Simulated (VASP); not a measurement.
# TiCo in VASP: settings compared

Aim: see how the results for TiCo move with the level of theory and the settings. Levels: LDA, revPBE+D3(BJ). Tasks: single point.

All numbers are computed with VASP 6.6.1; they aren't measurements. Logs are shortened: lines on timing, memory, paths and dates and some standing lists are left out, and cuts for length are marked.

### Step 1. The cell of the first run

The typed cell holds 2 atoms: a = 2.986 Å, b = 2.986 Å, c = 2.986 Å, α = 90.00°, β = 90.00°, γ = 90.00°.

### Step 2. Single point, LDA, collinear spin, ferromagnetic start

File INCAR:

```
ALGO = Normal
EDIFF = 1E-6
ENCUT = 690
GGA_COMPAT = F
ISIF = 2
ISMEAR = 0
ISPIN = 2
LASPH = T
LCHARG = F
LMAXMIX = 4
LORBIT = 11
LREAL = F
LWAVE = F
MAGMOM = 2 1
NBANDS = 26
NELM = 200
PREC = Accurate
SIGMA = 0.05
```

File KPOINTS:

```
k-points
0
Gamma
  7 7 7
```

File POSCAR:

```
TiCo
1.0
    2.9861109900      0.0000000000      0.0000000000
    0.0000000000      2.9861109900      0.0000000000
    0.0000000000      0.0000000000      2.9861109900
Co Ti
1 1
Direct
    0.5055210000      0.5022710000      0.4966010000
    0.0047930000     -0.0085480000     -0.0036040000
```

Potentials or basis: VASP PAW LDA potentials, release 64 (Co_sv, Ti_sv).

On the command line:

```sh
$ cat potpaw_LDA.64/Co_sv/POTCAR potpaw_LDA.64/Ti_sv/POTCAR > POTCAR
$ mpirun -np 1 vasp_std > vasp.out
```

OUTCAR:

```text
EDIFF = 1E-6
   ENCUT = 690
   ISIF = 2
   ISMEAR = 0
   ISPIN = 2
   LASPH = T
   LORBIT = 11
   LREAL = F
   NELM = 200
   PREC = Accurate

 ion  position               nearest neighbor table
   1  0.506  0.502  0.497-   2 2.57   2 2.57   2 2.57   2 2.57   2 2.60   2 2.60   2 2.61   2 2.61

   2  0.005  0.991  0.996-   1 2.57   1 2.57   1 2.57   1 2.57   1 2.60   1 2.60   1 2.61   1 2.61

  LATTYP: Found a simple cubic cell.
 ALAT       =     2.9861109900

  Lattice vectors:

 A1 = (   2.9861109900,   0.0000000000,   0.0000000000)
 A2 = (   0.0000000000,   2.9861109900,   0.0000000000)
 A3 = (   0.0000000000,   0.0000000000,   2.9861109900)

Analysis of symmetry for initial positions (statically):
=====================================================================
 Subroutine PRICEL returns:
 Original cell was already a primitive cell.

 Routine SETGRP: Setting up the symmetry group for a
 simple cubic supercell.

 Subroutine GETGRP returns: Found  1 space group operations
 (whereof  1 operations were pure point group operations)
 out of a pool of 48 trial point group operations.

The static configuration has the point symmetry C_1 .

Analysis of symmetry for dynamics (positions and initial velocities):
=====================================================================
 Subroutine PRICEL returns:
 Original cell was already a primitive cell.

 Routine SETGRP: Setting up the symmetry group for a
 simple cubic supercell.

 Subroutine GETGRP returns: Found  1 space group operations
 (whereof  1 operations were pure point group operations)
 out of a pool of 48 trial point group operations.

The dynamic configuration has the point symmetry C_1 .

Analysis of structural, dynamic, and magnetic symmetry:
=====================================================================
 Subroutine PRICEL returns:
 Original cell was already a primitive cell.

 Routine SETGRP: Setting up the symmetry group for a
 simple cubic supercell.

 Subroutine GETGRP returns: Found  1 space group operations
 (whereof  1 operations were pure point group operations)
 out of a pool of 48 trial point group operations.

The overall configuration has the point symmetry C_1 .

 Subroutine INISYM returns: Found  1 space group operations
 (whereof  1 operations are pure point group operations),
 and found     1 'primitive' translations

----------------------------------------------------------------------------------------

                                     Primitive cell

  volume of cell :      26.6267

  direct lattice vectors                    reciprocal lattice vectors
     2.986110990  0.000000000  0.000000000     0.334883735  0.000000000  0.000000000
     0.000000000  2.986110990  0.000000000     0.000000000  0.334883735  0.000000000
     0.000000000  0.000000000  2.986110990     0.000000000  0.000000000  0.334883735

  length of vectors
     2.986110990  2.986110990  2.986110990     0.334883735  0.334883735  0.334883735

  position of ions in fractional coordinates (direct lattice)
     0.505521000  0.502271000  0.496601000
     0.004793000  0.991452000  0.996396000

  ion indices of the primitive-cell ions
   primitive index   ion index
                 1           1
                 2           2

----------------------------------------------------------------------------------------

 KPOINTS: k-points

Automatic generation of k-mesh.
 Grid dimensions read from file:
 generate k-points for:    7    7    7

 Generating k-lattice:

  Cartesian coordinates                     Fractional coordinates (reciprocal lattice)
     0.047840534  0.000000000  0.000000000     0.142857143  0.000000000  0.000000000
     0.000000000  0.047840534  0.000000000     0.000000000  0.142857143  0.000000000
     0.000000000  0.000000000  0.047840534     0.000000000  0.000000000  0.142857143

  Length of vectors
     0.047840534  0.047840534  0.047840534

  Shift w.r.t. Gamma in fractional coordinates (k-lattice)
     0.000000000  0.000000000  0.000000000

 Subroutine IBZKPT returns following result:
 ===========================================

 Found    172 irreducible k-points:

 Following reciprocal coordinates:
            Coordinates               Weight
  0.000000  0.000000  0.000000      1.000000
  0.142857  0.000000  0.000000      2.000000
  0.000000  0.142857  0.000000      2.000000
  0.000000  0.000000  0.142857      2.000000
  0.285714  0.000000  0.000000      2.000000
  0.000000  0.285714  0.000000      2.000000
[... 16 lines left out ...]
  0.000000 -0.285714  0.142857      2.000000
 -0.142857  0.000000  0.285714      2.000000
 [... further k-points ...]
   k-points           NKPTS =    172   k-points in BZ     NKDIM =    172   number of bands    NBANDS=     26
   number of dos      NEDOS =    301   number of ions     NIONS =      2
   total plane-waves  NPLWV =  21952
   dimension x,y,z NGX =    28 NGY =   28 NGZ =   28
   dimension x,y,z NGXF=    56 NGYF=   56 NGZF=   56
[... 74 lines left out ...]
      2     -47.8834      1.00000
      3     -47.8834      1.00000
      4     -47.8833      1.00000
      5     -46.1752      1.00000
      6     -22.6480      1.00000
[... 18 lines left out ...]
     25      29.5601      0.00000
     26      31.2398      0.00000

 k-point     2 :       0.1429    0.0000    0.0000
  band No.  band energies     occupation
      1     -84.0494      1.00000
      2     -47.8909      1.00000
      3     -47.8835      1.00000
      4     -47.8834      1.00000
      5     -46.1665      1.00000
      6     -22.7071      1.00000
[... 18 lines left out ...]
     25      30.3641      0.00000
     26      30.9850      0.00000

 k-point     3 :       0.0000    0.1429    0.0000
  band No.  band energies     occupation
      1     -84.0494      1.00000
      2     -47.8908      1.00000
      3     -47.8835      1.00000
      4     -47.8835      1.00000
      5     -46.1665      1.00000
      6     -22.7073      1.00000
[... 572 lines left out ...]
 k-point    23 :       0.0000   -0.2857    0.1429
  band No.  band energies     occupation
      1     -84.0484      1.00000
      2     -47.9044      1.00000
      3     -47.8877      1.00000
      4     -47.8823      1.00000
      5     -46.1415      1.00000
      6     -22.8315      1.00000
[... 18 lines left out ...]
     25      28.8387      0.00000
     26      29.5356      0.00000

 k-point    24 :      -0.1429    0.0000    0.2857
  band No.  band energies     occupation
      1     -84.0484      1.00000
      2     -47.9045      1.00000
      3     -47.8877      1.00000
      4     -47.8822      1.00000
      5     -46.1414      1.00000
      6     -22.8314      1.00000
[... 18 lines left out ...]
     25      28.8371      0.00000
     26      29.5351      0.00000

 [... further k-points ...]

 spin component 2

 k-point     1 :       0.0000    0.0000    0.0000
  band No.  band energies     occupation
      1     -83.3506      1.00000
      2     -47.2067      1.00000
      3     -47.2067      1.00000
      4     -47.2061      1.00000
      5     -46.1723      1.00000
      6     -22.6460      1.00000
[... 18 lines left out ...]
     25      29.6643      0.00000
     26      31.2380      0.00000

 k-point     2 :       0.1429    0.0000    0.0000
  band No.  band energies     occupation
      1     -83.3503      1.00000
      2     -47.2161      1.00000
      3     -47.2068      1.00000
      4     -47.2061      1.00000
      5     -46.1618      1.00000
      6     -22.7052      1.00000
[... 18 lines left out ...]
     25      30.3585      0.00000
     26      31.1578      0.00000

 k-point     3 :       0.0000    0.1429    0.0000
  band No.  band energies     occupation
      1     -83.3503      1.00000
      2     -47.2154      1.00000
      3     -47.2068      1.00000
      4     -47.2068      1.00000
      5     -46.1618      1.00000
      6     -22.7054      1.00000
[... 572 lines left out ...]
 k-point    23 :       0.0000   -0.2857    0.1429
  band No.  band energies     occupation
      1     -83.3493      1.00000
      2     -47.2324      1.00000
      3     -47.2113      1.00000
      4     -47.2055      1.00000
      5     -46.1335      1.00000
      6     -22.8299      1.00000
[... 18 lines left out ...]
     25      28.9401      0.00000
     26      29.5363      0.00000

 k-point    24 :      -0.1429    0.0000    0.2857
  band No.  band energies     occupation
      1     -83.3493      1.00000
      2     -47.2331      1.00000
      3     -47.2114      1.00000
      4     -47.2048      1.00000
      5     -46.1335      1.00000
      6     -22.8297      1.00000
[... 18 lines left out ...]
     25      28.9386      0.00000
     26      29.5355      0.00000

 [... further k-points ...]
[... 5 lines left out ...]
  --------------------------------------------------------------------------------------
  -------------------------------------------------------------------------------------
  Total       -2.4456066     -2.4465189     -2.4459979      0.0002419      0.0002910      0.0003921
  in kB     -147.1564611   -147.2113578   -147.1800094      0.0145526      0.0175120      0.0235960
  external PRESSURE =    -147.1826094 kB  Pullay stress =       0.0000000 kB

 VOLUME and BASIS-vectors are now :
 -----------------------------------------------------------------------------
  energy-cutoff  :      690.00
  volume of cell :       26.63
      direct lattice vectors                 reciprocal lattice vectors
     2.986110990  0.000000000  0.000000000     0.334883735  0.000000000  0.000000000
     0.000000000  2.986110990  0.000000000     0.000000000  0.334883735  0.000000000
     0.000000000  0.000000000  2.986110990     0.000000000  0.000000000  0.334883735

 POSITION                                       TOTAL-FORCE (eV/Angst)
 -----------------------------------------------------------------------------------
      1.50954      1.49984      1.48291        -0.008854     -0.121101     -0.001704
      0.01431      2.96059      2.97535         0.008854      0.121101      0.001704
 -----------------------------------------------------------------------------------
    total drift:                               -0.001502     -0.000897      0.001188

  FREE ENERGIE OF THE ION-ELECTRON SYSTEM (eV)
  ---------------------------------------------------
  free  energy   TOTEN  =       -17.5273828572 eV

  energy  without entropy=      -17.5257468811  energy(sigma->0) =      -17.52656487

 total charge

# of ion       s       p       d       tot
------------------------------------------
    1        2.272   6.094   6.766  15.132
    2        2.250   6.177   1.880  10.306
--------------------------------------------------
tot          4.522  12.270   8.646  25.438

 magnetization (x)

# of ion       s       p       d       tot
------------------------------------------
    1        0.015   0.002   0.610   0.627
    2       -0.000  -0.006   0.001  -0.006
--------------------------------------------------
tot          0.015  -0.004   0.611   0.622
```

It took 5 min on 1 thread of Intel Xeon Platinum 8259CL at 2.50GHz (Skylake/Cascade Lake), shared host; peak memory 0.36 GiB.

What came out:

```
Free energy                                           : -17.5274 eV
Pressure                                              : -14.7 GPa
Largest force                                         : 0.121 eV/Å
Net moment                                            : 0.62 μB per cell
Site moments                                          : Co +0.63; Ti -0.01 μB
Valence electrons inside the program's atomic spheres : Co 15.13; Ti 10.31
```

Forces on the atoms (eV/Å):
```
Co  -0.009 -0.121 -0.002
Ti   0.009  0.121  0.002
```

Caveat: the cell stands under tension.

### Step 3. Single point, LDA, collinear spin, ferromagnetic start

This run uses another cell than the first one, of 13.05 Å³/atom.

File INCAR:

```
PREC = Accurate
ENCUT = 690
EDIFF = 1E-6
ISMEAR = -1
SIGMA = 0.05
LREAL = False
LASPH = True
NELM = 200
ALGO = Normal
ISIF = 2
LWAVE = False
LCHARG = False
ISPIN = 2
MAGMOM = 2 1
LORBIT = 11
LMAXMIX = 4
GGA = CA
NBANDS = 26
GGA_COMPAT = False
```

File KPOINTS:

```
regular mesh
0
Gamma
  9 9 9
```

File POSCAR:

```
TiCo
1.0
    2.9660693728      0.0000000000      0.0000000000
    0.0000000000      2.9660693728      0.0000000000
    0.0000000000      0.0000000000      2.9660693728
Co Ti
1 1
Direct
    0.5000000000      0.5000000000      0.5000000000
    0.0000000000      0.0000000000      0.0000000000
```

Potentials or basis: VASP PAW LDA potentials, release 64 (Co_sv, Ti_sv).

On the command line:

```sh
$ cat potpaw_LDA.64/Co_sv/POTCAR potpaw_LDA.64/Ti_sv/POTCAR > POTCAR
$ mpirun -np 1 vasp_std > vasp.out
```

It took 67 s on 1 thread of Intel Xeon Platinum 8375C at 2.90GHz (Ice Lake), shared host; peak memory 0.18 GiB.

It converged, with:

```yaml
Free_energy: -17.5834 eV
Pressure: -12.3 GPa
Net_moment: 0.44 μB per cell
Site_moments: Co +0.45; Ti -0.01 μB
Valence_electrons_inside_the_program's_atomic_spheres: Co 15.15; Ti 10.33
```

Levels at points of the mesh, in eV from the Fermi level:
Spin up:
| k point | band 11 | band 12 | band 13 | band 14 | band 15 | band 16 | band 17 | band 18 |
| --- | --- | --- | --- | --- | --- | --- | --- | --- |
| (0.00, 0.00, 0.00) | -4.01 | -1.65 | -1.65 | -1.65 | 0.66 | 0.66 | 2.76 | 2.76 |
Spin down:
```tsv
k point	band 12	band 13	band 14	band 15	band 16	band 17
(0.00, 0.00, 0.00)	-1.36	-1.36	-1.36	0.89	0.89	2.82
```

Caveat: the cell stands under tension.

### Step 4. Single point, LDA, collinear spin, ferromagnetic start

File INCAR:

```
SYSTEM = TiCo
ALGO     = Normal         ! electronic algorithm
EDIFF    = 1E-6           ! SCF threshold, eV
ENCUT    = 690            ! plane-wave cutoff, eV
GGA      = CA             ! functional
GGA_COMPAT= .FALSE.      
ISIF     = 2              ! what is computed and relaxed
ISMEAR   = 0              ! smearing method
ISPIN    = 2              ! spin polarisation
LASPH    = .TRUE.         ! aspherical terms in the spheres
LCHARG   = .TRUE.         ! write CHGCAR
LELF     = .TRUE.         ! ELF
LMAXMIX  = 4              ! l up to which the mixer works
LORBIT   = 11             ! projections on sites
LREAL    = .FALSE.        ! projectors in reciprocal space
LVHAR    = .TRUE.       
LWAVE    = .FALSE.        ! write WAVECAR
MAGMOM   = 2 1            ! initial moments
NBANDS   = 26             ! bands
NELM     = 200            ! most SCF steps
PREC     = Accurate       ! precision mode
SIGMA    = 0.05           ! smearing width, eV
```

File KPOINTS:

```
k-points
0
G
  7 7 7
  0 0 0
```

File POSCAR:

```
TiCo
1.0
    2.9861109900      0.0000000000      0.0000000000
    0.0000000000      2.9861109900      0.0000000000
    0.0000000000      0.0000000000      2.9861109900
Co Ti
1 1
Direct
    0.5055210000      0.5022710000      0.4966010000
    0.0047930000     -0.0085480000     -0.0036040000
```

On the command line:

```sh
$ cat potpaw_LDA.64/Co_sv/POTCAR potpaw_LDA.64/Ti_sv/POTCAR > POTCAR
$ mpirun -np 1 vasp_std > vasp.out
```

It took 6.5 min on 1 thread of Intel Xeon Platinum 8259CL at 2.50GHz (Skylake/Cascade Lake), shared host; peak memory 0.36 GiB.

The run converged. Its results:

- Free energy: -17.5274 eV
- Pressure: -14.7 GPa
- Largest force: 0.121 eV/Å
- Net moment: 0.62 μB per cell
- Site moments: Co +0.63; Ti -0.01 μB
- Valence electrons inside the program's atomic spheres: Co 15.13; Ti 10.31

Forces on the atoms (eV/Å):
```
Co  -0.009 -0.121 -0.002
Ti   0.009  0.121  0.002
```

Levels at points of the mesh, in eV from the Fermi level:
Spin up:
```
           k point  band 12  band 13  band 14  band 15  band 16  band 17  band 18  band 19
(0.00, 0.00, 0.00)    -1.68    -1.67    -1.67     0.60     0.61     2.69     2.69     2.69
```
Spin down:
| k point | band 10 | band 11 | band 12 | band 13 | band 14 | band 15 | band 16 | band 17 | band 18 | band 19 |
| --- | --- | --- | --- | --- | --- | --- | --- | --- | --- | --- |
| (0.00, 0.00, 0.00) | -3.60 | -3.60 | -1.27 | -1.27 | -1.27 | 0.91 | 0.92 | 2.77 | 2.77 | 2.78 |

Caveat: the cell stands under tension.

### Step 5. Single point, revPBE+D3(BJ), collinear spin, ferromagnetic start

File INCAR:

```
ALGO = Normal
EDIFF = 1E-6
ENCUT = 690
GGA = RE
GGA_COMPAT = F
ISIF = 2
ISMEAR = -1
ISPIN = 2
IVDW = 12
LASPH = T
LCHARG = F
LMAXMIX = 4
LORBIT = 11
LREAL = F
LWAVE = F
MAGMOM = 2 1
NBANDS = 26
NELM = 200
PREC = Accurate
SIGMA = 0.05
```

File KPOINTS:

```
k-points
0
Gamma
  9 9 9
```

File POSCAR:

```
TiCo
1.0
    2.9861109900      0.0000000000      0.0000000000
    0.0000000000      2.9861109900      0.0000000000
    0.0000000000      0.0000000000      2.9861109900
Co Ti
1 1
Direct
    0.5000000000      0.5000000000      0.5000000000
    0.0000000000      0.0000000000      0.0000000000
```

Potentials or basis: VASP PAW PBE potentials, release 64 (Co_sv, Ti_sv).

On the command line:

```sh
$ cat potpaw_PBE.64/Co_sv/POTCAR potpaw_PBE.64/Ti_sv/POTCAR > POTCAR
$ mpirun -np 1 vasp_std > vasp.out
```

Run time: 85 s. Hardware: 1 thread of Intel Xeon Platinum 8259CL at 2.50GHz (Skylake/Cascade Lake), shared host; peak memory 0.22 GiB.

Results (log left out):

```
Free energy                                           : -17.0356 eV
Pressure                                              : -10.7 GPa
Net moment                                            : 0.84 μB per cell
Site moments                                          : Co +0.94; Ti -0.05 μB
Valence electrons inside the program's atomic spheres : Co 15.10; Ti 10.28
Dispersion energy per atom                            : -1.014 eV
```

Levels at points of the mesh, in eV from the Fermi level:
Spin up:
```
           k point  band 11  band 12  band 13  band 14  band 15  band 16  band 17  band 18  band 19  band 20
(0.00, 0.00, 0.00)    -4.22    -1.91    -1.91    -1.91     0.47     0.47     2.66     2.66     2.66     8.88
```
Spin down:
```
           k point  band 11  band 12  band 13  band 14  band 15  band 16  band 17  band 18
(0.00, 0.00, 0.00)    -3.53    -1.34    -1.34    -1.34     1.04     1.04     2.75     2.75
```

Caveat: the cell stands under tension; the dispersion term is far too large for a dense solid, which distorts pressure and volume; the PAW data sets were made with another functional, which shifts forces and pressure a little.

### Step 6. Summary

```tsv
level	potentials or basis	cell	k mesh	smearing	gap on the mesh (eV)	pressure (GPa)	moment (μB)
LDA	VASP PAW LDA potentials, release 64 (Co_sv, Ti_sv)	a = 2.986 Å, 2 atoms, atomic positions A	7 × 7 × 7	gaussian 0.05 eV	none	-14.7	0.62
LDA	VASP PAW LDA potentials, release 64 (Co_sv, Ti_sv)	a = 2.966 Å, 2 atoms, atomic positions B	9 × 9 × 9	fermi-dirac 0.05 eV	none	-12.3	0.44
revPBE+D3(BJ)	VASP PAW PBE potentials, release 64 (Co_sv, Ti_sv)	a = 2.986 Å, 2 atoms, atomic positions B	9 × 9 × 9	fermi-dirac 0.05 eV	none	-10.7	0.84
```

Alike in all rows: task single point; spin collinear, ferromagnetic start; cutoff (eV) 690.

Caveats: the cell stands under tension; the dispersion term is far too large for a dense solid, which distorts pressure and volume (at least some runs); the PAW data sets were made with another functional, which shifts forces and pressure a little (at least some runs).

Absolute energies hang on the potentials; compare differences alone.
